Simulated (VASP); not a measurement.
# CuO (Pm-3m) in VASP: notebook

CuO is run at these levels: PBE; tasks: single point.

Program: VASP 6.6.1. These are calculated values, not measurements. Logs are shortened: lines on timing, memory, paths and dates and some standing lists are left out, and cuts for length are marked.

### 1 The cell of the first run

It takes space group Pm-3m (No. 221, cubic). Conventional cell: a = 2.553 Å, b = 2.553 Å, c = 2.553 Å, α = 90.00°, β = 90.00°, γ = 90.00°. Within 2.9 Å of Cu (site symmetry m-3m) lie 8 O at 2.21 Å and 6 Cu at 2.55 Å. Within 2.9 Å of O (site symmetry m-3m) lie 8 Cu at 2.21 Å and 6 O at 2.55 Å.

### 2 Single point, PBE

Input file INCAR:

```
PREC = Accurate ; ENCUT = 520
EDIFF = 1E-6 ; ISMEAR = -1
SIGMA = 0.05 ; LREAL = F
LASPH = T ; NELM = 60
ALGO = Normal ; ISIF = 2
LWAVE = F ; LCHARG = F
GGA = PE ; NBANDS = 16
```

Input file KPOINTS:

```
regular mesh
0
Gamma
  10 10 10
```

Input file POSCAR:

```
CuO
1.0
    2.5525506100      0.0000000000      0.0000000000
    0.0000000000      2.5525506100      0.0000000000
    0.0000000000      0.0000000000      2.5525506100
Cu O
1 1
Direct
    0.0000000000      0.0000000000      0.0000000000
    0.5000000000      0.5000000000      0.5000000000
```

Potentials or basis: VASP PAW PBE potentials, release 64 (Cu, O).

Started as:

```
> cat potpaw_PBE.64/Cu/POTCAR potpaw_PBE.64/O/POTCAR > POTCAR
> mpirun -np 1 vasp_std > vasp.out
```

OUTCAR:

```text
PREC = Accurate
   ENCUT = 520
   EDIFF = 1E-6
   ISMEAR = -1
   LREAL = F
   LASPH = T
   NELM = 60
   ISIF = 2
   GGA = PE

 ion  position               nearest neighbor table
   1  0.000  0.000  0.000-   2 2.21   2 2.21   2 2.21   2 2.21   2 2.21   2 2.21   2 2.21   2 2.21

   2  0.500  0.500  0.500-   1 2.21   1 2.21   1 2.21   1 2.21   1 2.21   1 2.21   1 2.21   1 2.21

  LATTYP: Found a simple cubic cell.
 ALAT       =     2.5525506100

  Lattice vectors:

 A1 = (   2.5525506100,   0.0000000000,   0.0000000000)
 A2 = (   0.0000000000,   2.5525506100,   0.0000000000)
 A3 = (   0.0000000000,   0.0000000000,   2.5525506100)

Analysis of symmetry for initial positions (statically):
=====================================================================
 Subroutine PRICEL returns:
 Original cell was already a primitive cell.

 Routine SETGRP: Setting up the symmetry group for a
 simple cubic supercell.

 Subroutine GETGRP returns: Found 48 space group operations
 (whereof 48 operations were pure point group operations)
 out of a pool of 48 trial point group operations.

The static configuration has the point symmetry O_h .

Analysis of symmetry for dynamics (positions and initial velocities):
=====================================================================
 Subroutine PRICEL returns:
 Original cell was already a primitive cell.

 Routine SETGRP: Setting up the symmetry group for a
 simple cubic supercell.

 Subroutine GETGRP returns: Found 48 space group operations
 (whereof 48 operations were pure point group operations)
 out of a pool of 48 trial point group operations.

The dynamic configuration has the point symmetry O_h .

 Subroutine INISYM returns: Found 48 space group operations
 (whereof 48 operations are pure point group operations),
 and found     1 'primitive' translations

----------------------------------------------------------------------------------------

                                     Primitive cell

  volume of cell :      16.6312

  direct lattice vectors                    reciprocal lattice vectors
     2.552550610  0.000000000  0.000000000     0.391765004  0.000000000  0.000000000
     0.000000000  2.552550610  0.000000000     0.000000000  0.391765004  0.000000000
     0.000000000  0.000000000  2.552550610     0.000000000  0.000000000  0.391765004

  length of vectors
     2.552550610  2.552550610  2.552550610     0.391765004  0.391765004  0.391765004

  position of ions in fractional coordinates (direct lattice)
     0.000000000  0.000000000  0.000000000
     0.500000000  0.500000000  0.500000000

  ion indices of the primitive-cell ions
   primitive index   ion index
                 1           1
                 2           2

----------------------------------------------------------------------------------------

 KPOINTS: regular mesh

Automatic generation of k-mesh.
 Grid dimensions read from file:
 generate k-points for:   10   10   10

 Generating k-lattice:

  Cartesian coordinates                     Fractional coordinates (reciprocal lattice)
     0.039176500  0.000000000  0.000000000     0.100000000  0.000000000  0.000000000
     0.000000000  0.039176500  0.000000000     0.000000000  0.100000000  0.000000000
     0.000000000  0.000000000  0.039176500     0.000000000  0.000000000  0.100000000

  Length of vectors
     0.039176500  0.039176500  0.039176500

  Shift w.r.t. Gamma in fractional coordinates (k-lattice)
     0.000000000  0.000000000  0.000000000

 Subroutine IBZKPT returns following result:
 ===========================================

 Found     56 irreducible k-points:

 Following reciprocal coordinates:
            Coordinates               Weight
  0.000000  0.000000  0.000000      1.000000
  0.100000  0.000000  0.000000      6.000000
  0.200000  0.000000  0.000000      6.000000
  0.300000  0.000000  0.000000      6.000000
  0.400000  0.000000  0.000000      6.000000
  0.500000  0.000000  0.000000      3.000000
[... 16 lines left out ...]
  0.200000  0.100000  0.100000     24.000000
  0.300000  0.100000  0.100000     24.000000
 [... further k-points ...]
   k-points           NKPTS =     56   k-points in BZ     NKDIM =     56   number of bands    NBANDS=     16
   number of dos      NEDOS =    301   number of ions     NIONS =      2
   total plane-waves  NPLWV =   8000
   dimension x,y,z NGX =    20 NGY =   20 NGZ =   20
   dimension x,y,z NGXF=    40 NGYF=   40 NGZF=   40
   ions per type =               1   1
   NGX,Y,Z   is equivalent  to a cutoff of  13.03, 13.03, 13.03 a.u.
   NGXF,Y,Z  is equivalent  to a cutoff of  26.05, 26.05, 26.05 a.u.
 SYSTEM =  unknown system
   PREC   = accura    normal or accurate (medium, high low for compatibility)
   ISTART =      0    job   : 0-new  1-cont  2-samecut
   ICHARG =      2    charge: 1-file 2-atom 10-const
   ISPIN  =      1    spin polarized calculation?
   LNONCOLLINEAR =      F non collinear calculations
   LSORBIT =      F    spin-orbit coupling
   LASPH  =      T    aspherical Exc in radial PAW
   ENCUT  =  520.0 eV  38.22 Ry    6.18 a.u.   4.75  4.75  4.75*2*pi/ulx,y,z
   NELM   =     60;   NELMIN=  2; NELMDL= -5     # of ELM steps
   EDIFF  = 0.1E-05   stopping-criterion for ELM
   LREAL  =      F    real-space projection
   EDIFFG = 0.1E-04   stopping-criterion for IOM
   NSW    =      0    number of steps for IOM
   IBRION =     -1    ionic relax: 0-MD 1-quasi-New 2-CG
   NFREE  =      0    steps in history (QN), initial steepest desc. (CG)
   ISIF   =      2    stress and relaxation
   ISYM   =      2    0-nonsym 1-usesym 2-fastsym
   POTIM  = 0.5000    time-step for ionic-motion
   TEBEG  =    0.0;   TEEND  =   0.0 temperature during run
   PSTRESS=    0.0 pullay stress
   NELECT =      17.0000    total number of electrons
   NUPDOWN=      -1.0000    fix difference up-down
   EMIN   =  10.00;   EMAX   =-10.00  energy-range for DOS
   EFERMI =   0.00;   METHOD = LEGACY
   ISMEAR =    -1;   SIGMA  =   0.05  broadening in eV -4-tet -1-fermi 0-gaus
   EFERMI_NEDOS =   21; number of points for ismear=-14 and -15
   IALGO  =     38    algorithm
   IMIX   =      4    mixing-type and parameters
     AMIX     =   0.40;   BMIX     =  1.00
     AMIX_MAG =   1.60;   BMIX_MAG =  1.00
  volume/ion in A,a.u.               =       8.32        56.12
  Fermi-wavevector in a.u.,A,eV,Ry     =   1.649112  3.116370 37.001994  2.719570
  Thomas-Fermi vector in A             =   2.738287
   LORBIT       =      0    0 simple, 1 ext, 2 COOP (PROOUT), +10 PAW based schemes
   GGA     = PE    functional components
   LHFCALC =     F    Hartree Fock is set to
   AEXX    =    0.0000 exact exchange contribution
   IVDW    =     0    specifies the selected vdW correction
   LEPSILON=     F    determine dielectric tensor
   LRPA    =     F    only Hartree local field effects (RPA)
 non-spin polarized calculation
  energy-cutoff  :      520.00
  volume of cell :       16.63
 maximum number of plane-waves:       468
 NGX is ok and might be reduce to    20
   NGX =  9   NGY =  9   NGZ =  9

 number of electron      16.9999977 magnetization

 Free energy of the ion-electron system (eV)
  ---------------------------------------------------
  ext. energy  EPLUGINS =         0.00000000
  ---------------------------------------------------
  free energy    TOTEN  =        -8.51606608 eV

  energy without entropy =       -8.49340522  energy(sigma->0) =       -8.50473565

 E-fermi :   7.6973     XC(G=0): -13.3482

 val. band max:        7.6765063965   @ k =   0.5000   0.1000   0.0000
 cond. band min:       7.7069266016   @ k =   0.5000   0.4000   0.2000
 fundamental gap:      0.0304202050
 Fermi energy:         7.6973255934

 k-point     1 :       0.0000    0.0000    0.0000
  band No.  band energies     occupation
      1     -12.4325      2.00000
      2       4.0110      2.00000
      3       4.0110      2.00000
      4       5.5981      2.00000
      5       5.5981      2.00000
      6       5.5981      2.00000
[... 8 lines left out ...]
     15      28.6889      0.00000
     16      41.6845      0.00000

 k-point     2 :       0.1000    0.0000    0.0000
  band No.  band energies     occupation
      1     -12.3161      2.00000
      2       3.6444      2.00000
      3       4.0401      2.00000
      4       5.1507      2.00000
      5       5.1507      2.00000
      6       5.2269      2.00000
[... 8 lines left out ...]
     15      29.3959      0.00000
     16      38.9515      0.00000

 k-point     3 :       0.2000    0.0000    0.0000
  band No.  band energies     occupation
      1     -11.9927      2.00000
      2       2.2859      2.00000
      3       4.1170      2.00000
      4       4.6463      2.00000
      5       4.6463      2.00000
      6       5.3352      2.00000
[... 8 lines left out ...]
     15      31.2889      0.00000
     16      35.7672      0.00000

 k-point     4 :       0.3000    0.0000    0.0000
  band No.  band energies     occupation
      1     -11.5454      2.00000
      2       0.7392      2.00000
      3       4.2136      2.00000
      4       4.2523      2.00000
      5       4.2523      2.00000
      6       5.8219      2.00000
[... 8 lines left out ...]
     15      33.1521      0.00000
     16      34.0287      0.00000
[... 324 lines left out ...]
 k-point    22 :       0.1000    0.1000    0.1000
  band No.  band energies     occupation
      1     -12.0921      2.00000
      2       3.7143      2.00000
      3       3.7143      2.00000
      4       3.8788      2.00000
      5       5.2631      2.00000
      6       5.2631      2.00000
[... 8 lines left out ...]
     15      29.8476      0.00000
     16      37.0251      0.00000

 k-point    23 :       0.2000    0.1000    0.1000
  band No.  band energies     occupation
      1     -11.7846      2.00000
      2       2.4292      2.00000
      3       3.7365      2.00000
      4       4.0091      2.00000
      5       4.8271      2.00000
      6       5.5087      2.00000
[... 8 lines left out ...]
     15      31.8895      0.00000
     16      35.6463      0.00000

 k-point    24 :       0.3000    0.1000    0.1000
  band No.  band energies     occupation
      1     -11.3620      2.00000
      2       0.9886      2.00000
      3       3.7140      2.00000
      4       4.1404      2.00000
      5       4.5653      2.00000
      6       5.7533      2.00000
[... 8 lines left out ...]
     15      34.2846      0.00000
     16      34.6638      0.00000

 [... further k-points ...]

------------------------ aborting loop because EDIFF is reached ----------------------------------------

  FORCE on cell =-STRESS in cart. coord.  units (eV):
  Direction    XX          YY          ZZ          XY          YZ          ZX
  --------------------------------------------------------------------------------------
  -------------------------------------------------------------------------------------
  Total        2.1850757      2.1850757      2.1850757      0.0000000      0.0000000      0.0000000
  in kB      210.5009123    210.5009123    210.5009123      0.0000000      0.0000000      0.0000000
  external PRESSURE =     210.5009123 kB  Pullay stress =       0.0000000 kB

 VOLUME and BASIS-vectors are now :
 -----------------------------------------------------------------------------
  energy-cutoff  :      520.00
  volume of cell :       16.63
      direct lattice vectors                 reciprocal lattice vectors
     2.552550610  0.000000000  0.000000000     0.391765004  0.000000000  0.000000000
     0.000000000  2.552550610  0.000000000     0.000000000  0.391765004  0.000000000
     0.000000000  0.000000000  2.552550610     0.000000000  0.000000000  0.391765004

 POSITION                                       TOTAL-FORCE (eV/Angst)
 -----------------------------------------------------------------------------------
      0.00000      0.00000      0.00000         0.000000      0.000000      0.000000
      1.27628      1.27628      1.27628         0.000000      0.000000      0.000000
 -----------------------------------------------------------------------------------
    total drift:                                0.000000      0.000000      0.000000

  FREE ENERGIE OF THE ION-ELECTRON SYSTEM (eV)
  ---------------------------------------------------
  free  energy   TOTEN  =        -8.5160660844 eV

  energy  without entropy=       -8.4934052202  energy(sigma->0) =       -8.50473565
```

Wall time 15 s (1 thread of Intel Xeon Platinum 8488C (Sapphire Rapids), shared host); peak memory 0.13 GiB.

What came out:

```yaml
Free_energy: -8.5161 eV
Pressure: 21.1 GPa
```

Levels at points of the mesh, in eV from the Fermi level:
```
           k point  band 7  band 8  band 9  band 10  band 11  band 12
(0.00, 0.00, 0.00)   -1.74   -1.74   -1.74     1.28    16.17    16.17
(0.50, 0.00, 0.00)   -1.22    0.46    0.46     6.96     8.70    17.79
(0.50, 0.50, 0.00)   -2.26   -1.25   -1.04     5.59    12.11    12.11
(0.50, 0.50, 0.50)    0.37    0.37    0.37     7.11     7.11     7.11
```

Caveat: an odd number of electrons without spin polarisation forces a metal; a magnetic or distorted state may lie lower; semilocal functionals often make such compounds metallic where correlation or magnetic order opens a gap, which also shifts bond lengths. With open d or f shells a metallic result of PBE can be an artefact of self-interaction; +U or a hybrid may open a gap.

(Continued in part 2 of 3.)
